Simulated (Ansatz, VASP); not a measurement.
## WSe2: VASP beside Ansatz

Contents of POSCAR:

```
WSe2
1.0
    3.3153441874      0.0000000000      0.0000000000
   -1.6576720937      2.8711722886      0.0000000000
    0.0000000000      0.0000000000      6.5191986732
W Se
1 2
Direct
    0.0000000000      0.0000000000      0.0000000000
    0.3333333333      0.6666666667      0.2571683820
    0.6666666667      0.3333333333      0.7428316180
```

INCAR.step1

```
SYSTEM = WSe2
  ALGO = Normal
  EDIFF = 1E-5
  ENCUT = 520
  GGA = PE
  ISIF = 2
  ISMEAR = -1
  LASPH = .TRUE.
  LREAL = .FALSE.
  LWAVE = .TRUE.
  NBANDS = 20
  NELM = 100
  PREC = Accurate
  SIGMA = 0.02
```

INCAR.step2

```
SYSTEM = WSe2
  ALGO = Normal
  EDIFF = 1E-6
  ENCUT = 520
  GGA = PE
  HFSCREEN = 0.2079
  ISIF = 2
  ISMEAR = -1
  ISTART = 1
  LASPH = .TRUE.
  LCHARG = .TRUE.
  LELF = .TRUE.
  LHFCALC = .TRUE.
  LREAL = .FALSE.
  LVHAR = .TRUE.
  LWAVE = .FALSE.
  NBANDS = 20
  NELM = 100
  PREC = Accurate
  PRECFOCK = Normal
  SIGMA = 0.02
```

The input KPOINTS:

```
k-points
0
G
  6 6 2
  0 0 0
```

Input for Ansatz:

```yaml
crystal:
  lattice:
    - [3.3153441874, 0.0, 0.0]
    - [-1.6576720937, 2.8711722886, 0.0]
    - [0.0, 0.0, 6.5191986732]
  atoms:
    - { symbol: W, position: [0.0, 0.0, 0.0] }
    - { symbol: Se, position: [0.3333333333, 0.6666666667, 0.257168382] }
    - { symbol: Se, position: [0.6666666667, 0.3333333333, 0.742831618] }
kpoints:
  mp_grid: { grid: [6, 6, 2] }
hamiltonian:
  xc: hse06
scf:
  occupations: { method: fermi_dirac, width: 0.02 }
  n_extra_bands: 4
output:
  forces: true
  stress: true
  eigenvalues: true
```

Alike in both runs: task single point; functional HSE06; k mesh 6 × 6 × 2; occupations fermi-dirac, width 0.02 eV; no spin polarisation.

|  | VASP | Ansatz |
| --- | --- | --- |
| version | VASP 6.6.1 | Ansatz 0.2.0 |
| potentials or method | VASP PAW PBE potentials, release 64 (W_sv, Se) | plane waves, PAW |
| plane-wave cutoff (eV) | 520 | 420 |
| valence electrons in the cell | 26 | 46 |

|  | VASP | Ansatz | Ansatz less VASP |
| --- | --- | --- | --- |
| pressure (GPa) | -1.0 | -0.7 | +0.27 |
| traceless stress, the component that is largest in VASP (GPa) | 0.65 | 0.79 | +0.141 |
| rms of the force components (eV/Å) | 0.145 | 0.128 | -0.0178 |

Atom by atom the forces differ by 0.018 eV/Å (rms over components). VASP's potentials hold 26 valence electrons a cell and Ansatz's 46, so a difference there can come from the potentials and not from the codes. Ansatz's warnings: filled band counts differ across k points, stress exchange threshold loose, stress scf threshold loose.

The k mesh is coarse, so the values compare programs but aren't converged. Spin-orbit coupling is off throughout.
